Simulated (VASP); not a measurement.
Ni: single point with LDA

Crystal: Ni.

```
Ni
1.0
     0.00000    1.67703    1.67703
     1.67703    0.00000    1.67703
     1.67703    1.67703    0.00000
Ni
1
Direct
  0.00000 0.00000 0.00000
```

- Program: VASP 6.6.1
- Task: single point
- Functional: LDA
- Potentials or basis: VASP PAW LDA potentials, release 64 (Ni)
- Cutoff: 520 eV
- k mesh: 24 × 24 × 24
- Occupations: gaussian, width 0.15 eV
- Spin: collinear spin, ferromagnetic start
- Starting moments: [0.125] μB
- Fixed moment: 0.125 μB

| Quantity | Value |
| --- | --- |
| Pressure | 16.9 GPa |
| Net moment | 0.12 μB per cell |
| Site moments | Ni +0.12 μB |
| Valence electrons inside the program's atomic spheres | Ni 9.61 |

It took 110 s on 1 thread of Intel(R) Xeon(R) Platinum 8488C (Sapphire Rapids), with other jobs on the host, peak memory 0.19 GiB.

Caveat: the total moment is fixed, so each spin has its own Fermi level.
